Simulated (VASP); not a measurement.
# C (Fmmm) in VASP: notebook

C is run at these levels: r2SCAN; tasks: single point.

All numbers are computed with VASP 6.6.1; they aren't measurements. Logs are shortened: lines on timing, memory, paths and dates and some standing lists are left out, and cuts for length are marked.

## (1) The cell of the first run

The structure is orthorhombic, space group Fmmm (No. 69). The conventional cell has a = 2.493 Å, b = 4.317 Å, c = 7.017 Å, α = 90.00°, β = 90.00°, γ = 90.00°. Within 1.9 Å of C (site symmetry m2m) lie 3 C at 1.44 Å.

## (2) Single point, r2SCAN (strain +0.015 along x and y, -0.015 along z)

Input file POSCAR:

```
C
1.0
    0.0000000000      2.1586578877      3.5083372064
    1.2463400222      0.0000000000      3.5083372064
    1.2463400222      2.1586578877      0.0000000000
C
2
Direct
    0.1667039277      0.8332960723      0.1667039277
    0.8332960723      0.1667039277      0.8332960723
```

Input file INCAR.step1:

```
SYSTEM = C
PREC = Accurate
ENCUT = 520
ISMEAR = 0
SIGMA = 0.05
LREAL = .FALSE.
LASPH = .TRUE.
NELM = 100
NBANDS = 11
GGA = PE
ALGO = Normal
EDIFF = 1E-4
LWAVE = .TRUE.
LCHARG = .FALSE.
```

Input file INCAR.step2:

```
SYSTEM = C
PREC = Accurate
ENCUT = 520
EDIFF = 1E-6
ISMEAR = 0
SIGMA = 0.05
LREAL = .FALSE.
LASPH = .TRUE.
NELM = 100
ALGO = Normal
ISIF = 2
LWAVE = .FALSE.
LCHARG = .FALSE.
METAGGA = R2SCAN
LMIXTAU = .TRUE.
NBANDS = 11
ISTART = 1
```

Input file KPOINTS:

```
Automatic mesh
0
G
  14 14 14
  0 0 0
```

Potentials or basis: VASP PAW PBE potentials, release 64 (C).

Started as:

```
$ cat potpaw_PBE.64/C/POTCAR > POTCAR
$ cp INCAR.step1 INCAR
$ mpirun -np 1 vasp_std > vasp.out
$ cp INCAR.step2 INCAR
$ mpirun -np 1 vasp_std > vasp.out
```

OUTCAR:

```text
SYSTEM = C
   PREC = Accurate
   ENCUT = 520
   EDIFF = 1E-6
   ISMEAR = 0
   LREAL = .FALSE.
   LASPH = .TRUE.
   NELM = 100
   ISIF = 2
   METAGGA = R2SCAN
   ISTART = 1

 ion  position               nearest neighbor table
   1  0.167  0.833  0.167-   2 1.44   2 1.44   2 1.44
   2  0.833  0.167  0.833-   1 1.44   1 1.44   1 1.44

  LATTYP: Found a face centered orthorhombic cell.
 ALAT       =     2.4926800444
 B/A-ratio  =     1.7319975683
 C/A-ratio  =     2.8149117768

  Lattice vectors:

 A1 = (   0.0000000000,   2.1586578877,   3.5083372064)
 A2 = (   1.2463400222,   0.0000000000,   3.5083372064)
 A3 = (   1.2463400222,   2.1586578877,   0.0000000000)

Analysis of symmetry for initial positions (statically):
=====================================================================
 Subroutine PRICEL returns:
 Original cell was already a primitive cell.

 Routine SETGRP: Setting up the symmetry group for a
 face centered orthorhombic supercell.

 Subroutine GETGRP returns: Found  8 space group operations
 (whereof  8 operations were pure point group operations)
 out of a pool of  8 trial point group operations.

The static configuration has the point symmetry D_2h.

Analysis of symmetry for dynamics (positions and initial velocities):
=====================================================================
 Subroutine PRICEL returns:
 Original cell was already a primitive cell.

 Routine SETGRP: Setting up the symmetry group for a
 face centered orthorhombic supercell.

 Subroutine GETGRP returns: Found  8 space group operations
 (whereof  8 operations were pure point group operations)
 out of a pool of  8 trial point group operations.

The dynamic configuration has the point symmetry D_2h.

 Subroutine INISYM returns: Found  8 space group operations
 (whereof  8 operations are pure point group operations),
 and found     1 'primitive' translations

----------------------------------------------------------------------------------------

                                     Primitive cell

  volume of cell :      18.8778

  direct lattice vectors                    reciprocal lattice vectors
     0.000000000  2.158657888  3.508337206    -0.401174632  0.231625402  0.142517657
     1.246340022  0.000000000  3.508337206     0.401174632 -0.231625402  0.142517657
     1.246340022  2.158657888  0.000000000     0.401174632  0.231625402 -0.142517657

  length of vectors
     4.119251610  3.723142947  2.492622580     0.484667613  0.484667613  0.484667613

  position of ions in fractional coordinates (direct lattice)
     0.166703928  0.833296072  0.166703928
     0.833296072  0.166703928  0.833296072

  ion indices of the primitive-cell ions
   primitive index   ion index
                 1           1
                 2           2

----------------------------------------------------------------------------------------

 KPOINTS: Automatic mesh

Automatic generation of k-mesh.
 Grid dimensions read from file:
 generate k-points for:   14   14   14

 Generating k-lattice:

  Cartesian coordinates                     Fractional coordinates (reciprocal lattice)
    -0.028655331  0.016544672  0.010179833     0.071428571  0.000000000  0.000000000
     0.028655331 -0.016544672  0.010179833     0.000000000  0.071428571  0.000000000
     0.028655331  0.016544672 -0.010179833    -0.000000000 -0.000000000  0.071428571

  Length of vectors
     0.034619115  0.034619115  0.034619115

  Shift w.r.t. Gamma in fractional coordinates (k-lattice)
     0.000000000  0.000000000  0.000000000

 Subroutine IBZKPT returns following result:
 ===========================================

 Found    428 irreducible k-points:

 Following reciprocal coordinates:
            Coordinates               Weight
  0.000000  0.000000  0.000000      1.000000
  0.071429 -0.000000 -0.000000      8.000000
  0.142857 -0.000000 -0.000000      8.000000
  0.214286 -0.000000 -0.000000      8.000000
  0.285714 -0.000000 -0.000000      8.000000
  0.357143 -0.000000 -0.000000      8.000000
[... 16 lines left out ...]
  0.214286  0.142857 -0.000000      8.000000
  0.285714  0.142857 -0.000000      8.000000
 [... further k-points ...]
   k-points           NKPTS =    428   k-points in BZ     NKDIM =    428   number of bands    NBANDS=     11
   number of dos      NEDOS =    301   number of ions     NIONS =      2
   total plane-waves  NPLWV =  17920
   dimension x,y,z NGX =    32 NGY =   28 NGZ =   20
   dimension x,y,z NGXF=    64 NGYF=   56 NGZF=   40
   ions per type =               2
   NGX,Y,Z   is equivalent  to a cutoff of  12.91, 12.50, 13.34 a.u.
   NGXF,Y,Z  is equivalent  to a cutoff of  25.83, 25.01, 26.68 a.u.
 SYSTEM =  C
   PREC   = accura    normal or accurate (medium, high low for compatibility)
   ISTART =      1    job   : 0-new  1-cont  2-samecut
   ICHARG =      0    charge: 1-file 2-atom 10-const
   ISPIN  =      1    spin polarized calculation?
   LNONCOLLINEAR =      F non collinear calculations
   LSORBIT =      F    spin-orbit coupling
   LASPH  =      T    aspherical Exc in radial PAW
   ENCUT  =  520.0 eV  38.22 Ry    6.18 a.u.   7.66  6.92  4.63*2*pi/ulx,y,z
   NELM   =    100;   NELMIN=  2; NELMDL=  0     # of ELM steps
   EDIFF  = 0.1E-05   stopping-criterion for ELM
   LREAL  =      F    real-space projection
   EDIFFG = 0.1E-04   stopping-criterion for IOM
   NSW    =      0    number of steps for IOM
   IBRION =     -1    ionic relax: 0-MD 1-quasi-New 2-CG
   NFREE  =      0    steps in history (QN), initial steepest desc. (CG)
   ISIF   =      2    stress and relaxation
   ISYM   =      2    0-nonsym 1-usesym 2-fastsym
   POTIM  = 0.5000    time-step for ionic-motion
   TEBEG  =    0.0;   TEEND  =   0.0 temperature during run
   PSTRESS=    0.0 pullay stress
   NELECT =       8.0000    total number of electrons
   NUPDOWN=      -1.0000    fix difference up-down
   EMIN   =  10.00;   EMAX   =-10.00  energy-range for DOS
   EFERMI =   0.00;   METHOD = LEGACY
   ISMEAR =     0;   SIGMA  =   0.05  broadening in eV -4-tet -1-fermi 0-gaus
   EFERMI_NEDOS =   21; number of points for ismear=-14 and -15
   IALGO  =     38    algorithm
   IMIX   =      4    mixing-type and parameters
     AMIX     =   0.40;   BMIX     =  1.00
     AMIX_MAG =   1.60;   BMIX_MAG =  1.00
  volume/ion in A,a.u.               =       9.44        63.70
  Fermi-wavevector in a.u.,A,eV,Ry     =   1.229667  2.323734 20.573118  1.512081
  Thomas-Fermi vector in A             =   2.364546
   LORBIT       =      0    0 simple, 1 ext, 2 COOP (PROOUT), +10 PAW based schemes
   METAGGA = R2SCAN    functional components
   LHFCALC =     F    Hartree Fock is set to
   AEXX    =    0.0000 exact exchange contribution
   IVDW    =     0    specifies the selected vdW correction
   LEPSILON=     F    determine dielectric tensor
   LRPA    =     F    only Hartree local field effects (RPA)
 non-spin polarized calculation
 Gauss-broadening in eV      SIGMA  =   0.05
  energy-cutoff  :      520.00
  volume of cell :       18.88
 maximum number of plane-waves:       526
   NGX = 15   NGY = 13   NGZ =  9

 number of electron       8.0000000 magnetization

 Free energy of the ion-electron system (eV)
  ---------------------------------------------------
  ext. energy  EPLUGINS =         0.00000000
  ---------------------------------------------------
  free energy    TOTEN  =       -19.84811334 eV

  energy without entropy =      -19.84811334  energy(sigma->0) =      -19.84811334

 E-fermi :   4.2541     XC(G=0): -10.7271

 val. band max:        4.0033249835   @ k =   0.5000  -0.1429   0.3571
 cond. band min:       4.5306617354   @ k =  -0.0714   0.2857   0.2857
 fundamental gap:      0.5273367519
 Fermi energy:         4.2540904231

 k-point     1 :       0.0000    0.0000    0.0000
  band No.  band energies     occupation
      1     -16.5286      2.00000
      2      -2.9031      2.00000
      3       0.8261      2.00000
      4       0.8348      2.00000
      5       8.2736      0.00000
      6      12.4730      0.00000
      7      12.5371      0.00000
      8      15.9411      0.00000
      9      16.3162      0.00000
     10      27.4351      0.00000
     11      29.2574      0.00000

 k-point     2 :       0.0714   -0.0000   -0.0000
  band No.  band energies     occupation
      1     -16.4004      2.00000
      2      -2.7848      2.00000
      3       0.3186      2.00000
      4       0.5681      2.00000
      5       8.4816      0.00000
      6      12.5784      0.00000
      7      13.0216      0.00000
      8      15.4750      0.00000
      9      16.5825      0.00000
     10      27.8310      0.00000
     11      28.4368      0.00000

 k-point     3 :       0.1429   -0.0000   -0.0000
  band No.  band energies     occupation
      1     -16.0171      2.00000
      2      -2.4292      2.00000
      3      -1.0194      2.00000
      4      -0.0771      2.00000
      5       9.1000      0.00000
      6      12.5587      0.00000
      7      14.2009      0.00000
      8      14.4665      0.00000
      9      17.4483      0.00000
     10      26.3485      0.00000
     11      28.8805      0.00000
[... 267 lines left out ...]
 k-point    23 :       0.2143    0.1429   -0.0000
  band No.  band energies     occupation
      1     -16.3451      2.00000
      2      -3.2823      2.00000
      3       0.3120      2.00000
      4       0.5681      2.00000
      5       9.7439      0.00000
      6      12.5688      0.00000
      7      13.0196      0.00000
      8      15.5182      0.00000
      9      16.5509      0.00000
     10      27.1079      0.00000
     11      27.7524      0.00000

 k-point    24 :       0.2857    0.1429   -0.0000
  band No.  band energies     occupation
      1     -15.9487      2.00000
      2      -3.0243      2.00000
      3      -1.0337      2.00000
      4      -0.0771      2.00000
      5      10.6844      0.00000
      6      12.5562      0.00000
      7      14.2904      0.00000
      8      14.4800      0.00000
      9      17.3797      0.00000
     10      25.8727      0.00000
     11      28.5512      0.00000

 [... further k-points ...]

------------------------ aborting loop because EDIFF is reached ----------------------------------------

  FORCE on cell =-STRESS in cart. coord.  units (eV):
  Direction    XX          YY          ZZ          XY          YZ          ZX
  --------------------------------------------------------------------------------------
  -------------------------------------------------------------------------------------
  Total       -1.9161098     -1.9147069      0.0427364     -0.0000000      0.0000000      0.0000000
  in kB     -162.6219930   -162.5029343      3.6270762     -0.0000000      0.0000000      0.0000000
  external PRESSURE =    -107.1659504 kB  Pullay stress =       0.0000000 kB

 VOLUME and BASIS-vectors are now :
 -----------------------------------------------------------------------------
  energy-cutoff  :      520.00
  volume of cell :       18.88
      direct lattice vectors                 reciprocal lattice vectors
     0.000000000  2.158657888  3.508337206    -0.401174632  0.231625402  0.142517657
     1.246340022  0.000000000  3.508337206     0.401174632 -0.231625402  0.142517657
     1.246340022  2.158657888  0.000000000     0.401174632  0.231625402 -0.142517657

 POSITION                                       TOTAL-FORCE (eV/Angst)
 -----------------------------------------------------------------------------------
      1.24634      0.71971      3.50834         0.000000      0.005206      0.000000
      1.24634      3.59760      3.50834         0.000000     -0.005206      0.000000
 -----------------------------------------------------------------------------------
    total drift:                               -0.000000     -0.000000      0.000000

  FREE ENERGIE OF THE ION-ELECTRON SYSTEM (eV)
  ---------------------------------------------------
  free  energy   TOTEN  =       -19.8481133380 eV

  energy  without entropy=      -19.8481133380  energy(sigma->0) =      -19.84811334
```

It used 530 s of CPU time on 1 thread of AMD EPYC 7R13 Processor (Zen 3), with other jobs on the host.

Results:

```
Free energy            : -19.8481 eV
Pressure               : -10.7 GPa
Largest force          : 0.005 eV/Å
Band gap on the k mesh : 0.53 eV, indirect (least direct gap 0.63 eV)
```

Forces in eV/Å, atoms in the order of the input:
```
C    0.000  0.005  0.000
C    0.000 -0.005  0.000
```

Caveat: the cell differs from its parent crystal (strain +0.015 along x and y, -0.015 along z); the PAW data sets were made with another functional, which shifts forces and pressure a little. A k mesh can miss the band edges.

## (3) Single point, r2SCAN (strain +0.030 along x and y, -0.030 along z)

Input file POSCAR:

```
C
1.0
    0.0000000000      2.1905592358      3.4549107515
    1.2647588402      0.0000000000      3.4549107515
    1.2647588402      2.1905592358      0.0000000000
C
2
Direct
    0.1667039277      0.8332960723      0.1667039277
    0.8332960723      0.1667039277      0.8332960723
```

Input file INCAR.step1:

```
PREC     = Accurate       # precision mode
ENCUT    = 520            # plane-wave cutoff, eV
ISMEAR   = 0              # smearing method
SIGMA    = 0.05           # smearing width, eV
LREAL    = F              # projectors in reciprocal space
LASPH    = T              # aspherical terms in the spheres
NELM     = 80             # most SCF steps
NBANDS   = 11             # bands
GGA      = PE             # functional
ALGO     = Normal         # electronic algorithm
EDIFF    = 1E-4           # SCF threshold, eV
LWAVE    = T              # write WAVECAR
LCHARG   = F              # write CHGCAR
```

Input file INCAR.step2:

```
PREC     = Accurate       # precision mode
ENCUT    = 520            # plane-wave cutoff, eV
EDIFF    = 1E-7           # SCF threshold, eV
ISMEAR   = 0              # smearing method
SIGMA    = 0.05           # smearing width, eV
LREAL    = F              # projectors in reciprocal space
LASPH    = T              # aspherical terms in the spheres
NELM     = 80             # most SCF steps
ALGO     = Normal         # electronic algorithm
ISIF     = 2              # what is computed and relaxed
LWAVE    = F              # write WAVECAR
LCHARG   = F              # write CHGCAR
METAGGA  = R2SCAN         # meta-GGA
LMIXTAU  = T            
NBANDS   = 11             # bands
ISTART   = 1
```

Input file KPOINTS:

```
Automatic mesh
0
Gamma
  14 14 14
```

Potentials or basis: VASP PAW PBE potentials, release 64 (C).

Started as:

```
$ cat potpaw_PBE.64/C/POTCAR > POTCAR
$ cp INCAR.step1 INCAR
$ mpirun -np 1 vasp_std > vasp.out
$ cp INCAR.step2 INCAR
$ mpirun -np 1 vasp_std > vasp.out
```

Run time: 15 min. Hardware: 1 thread of AMD EPYC 7R13 (Zen 3), shared host; peak memory 0.16 GiB.

The run converged. Its results:

```yaml
Free_energy: -19.7634 eV
Pressure: -20.8 GPa
Largest_force: 0.011 eV/Å
Band_gap_on_the_k_mesh: 0.41 eV, indirect (least direct gap 0.50 eV)
```

Forces in eV/Å, atoms in the order of the input:
```
C    0.000  0.011  0.000
C    0.000 -0.011  0.000
```

Stress tensor (GPa, compression positive):
```
-31.67   0.00   0.00
  0.00 -31.66   0.00
  0.00   0.00   0.90
```

Levels at points of the mesh, in eV from the valence-band top:
| k point | band 2 | band 3 | band 4 | band 5 | band 6 | band 7 |
| --- | --- | --- | --- | --- | --- | --- |
| (0.00, 0.00, 0.00) | -6.61 | -3.28 | -3.26 | 4.48 | 8.10 | 8.17 |
| (0.50, 0.00, 0.00) | -13.56 | -6.60 | -2.41 | 1.67 | 6.84 | 12.58 |
| (0.50, 0.50, 0.00) | -8.40 | -3.29 | -3.26 | 8.08 | 8.13 | 10.63 |
| (0.50, 0.00, 0.50) | -13.63 | -6.58 | -1.70 | 2.44 | 7.01 | 11.37 |
| (0.00, 0.50, 0.50) | -13.48 | -6.63 | -3.03 | 1.02 | 6.68 | 13.81 |

Caveat: the cell differs from its parent crystal (strain +0.030 along x and y, -0.030 along z); the PAW data sets were made with another functional, which shifts forces and pressure a little.

## (4) Single point, r2SCAN (strain +0.000 along x and y, +0.030 along z)

Input file POSCAR:

```
C
1.0
    0.0000000000      2.1267565396      3.6686165711
    1.2279212041      0.0000000000      3.6686165711
    1.2279212041      2.1267565396      0.0000000000
C
2
Direct
    0.1667039277      0.8332960723      0.1667039277
    0.8332960723      0.1667039277      0.8332960723
```

Input file INCAR.step1:

```
SYSTEM = C
ALGO     = Normal         ! electronic algorithm
EDIFF    = 1E-4           ! SCF threshold, eV
ENCUT    = 520            ! plane-wave cutoff, eV
GGA      = PE             ! functional
ISMEAR   = 0              ! smearing method
LASPH    = .True.         ! aspherical terms in the spheres
LCHARG   = .False.        ! write CHGCAR
LREAL    = .False.        ! projectors in reciprocal space
LWAVE    = .True.         ! write WAVECAR
NBANDS   = 11             ! bands
NELM     = 80             ! most SCF steps
PREC     = Accurate       ! precision mode
SIGMA    = 0.05           ! smearing width, eV
```

Input file INCAR.step2:

```
SYSTEM = C
ALGO     = Normal         ! electronic algorithm
EDIFF    = 1E-6           ! SCF threshold, eV
ENCUT    = 520            ! plane-wave cutoff, eV
ISIF     = 2              ! what is computed and relaxed
ISMEAR   = 0              ! smearing method
ISTART   = 1            
LASPH    = .True.         ! aspherical terms in the spheres
LCHARG   = .False.        ! write CHGCAR
LMIXTAU  = .True.       
LREAL    = .False.        ! projectors in reciprocal space
LWAVE    = .False.        ! write WAVECAR
METAGGA  = R2SCAN         ! meta-GGA
NBANDS   = 11             ! bands
NELM     = 80             ! most SCF steps
PREC     = Accurate       ! precision mode
SIGMA    = 0.05           ! smearing width, eV
```

Input file KPOINTS:

```
k-points
0
Gamma
  14 14 14
  0 0 0
```

Started as:

```
$ cat potpaw_PBE.64/C/POTCAR > POTCAR
$ cp INCAR.step1 INCAR
$ mpirun -np 1 vasp_std > vasp.out
$ cp INCAR.step2 INCAR
$ mpirun -np 1 vasp_std > vasp.out
```

Run time: 7.4 min. Hardware: 1 thread of AMD EPYC 7R13 (Zen 3), shared host; peak memory 0.17 GiB.

It converged, with:

```
Free energy            : -19.8742 eV
Pressure               : 0.5 GPa
Largest force          : 0.005 eV/Å
Band gap on the k mesh : 0.75 eV, indirect (least direct gap 0.86 eV)
```

Forces on the atoms (eV/Å):
```
C    0.000 -0.005  0.000
C    0.000  0.005  0.000
```

Stress tensor (GPa, compression positive):
```
 1.05  0.00  0.00
 0.00  1.05  0.00
 0.00  0.00 -0.57
```

Levels at points of the mesh, in eV from the valence-band top:
| k point | band 1 | band 2 | band 3 | band 4 | band 5 | band 6 | band 7 | band 8 | band 9 |
| --- | --- | --- | --- | --- | --- | --- | --- | --- | --- |
| (0.00, 0.00, 0.00) | -20.69 | -7.25 | -2.99 | -2.99 | 3.96 | 8.94 | 8.98 | 12.71 | 13.53 |
| (0.50, 0.00, 0.00) | -15.09 | -13.87 | -6.61 | -2.31 | 2.00 | 8.00 | 12.76 | 13.51 | 19.32 |
| (0.50, 0.50, 0.00) | -20.55 | -8.50 | -3.00 | -2.98 | 8.94 | 8.96 | 9.22 | 12.79 | 13.46 |
| (0.50, 0.00, 0.50) | -15.15 | -13.90 | -6.60 | -1.85 | 2.59 | 8.10 | 11.51 | 11.64 | 18.66 |
| (0.00, 0.50, 0.50) | -15.04 | -13.82 | -6.62 | -2.73 | 1.50 | 7.90 | 14.07 | 16.69 | 19.79 |

Caveat: the cell differs from its parent crystal (strain +0.000 along x and y, +0.030 along z); the PAW data sets were made with another functional, which shifts forces and pressure a little. A k mesh can miss the band edges.

(Continued in part 2 of 2.)
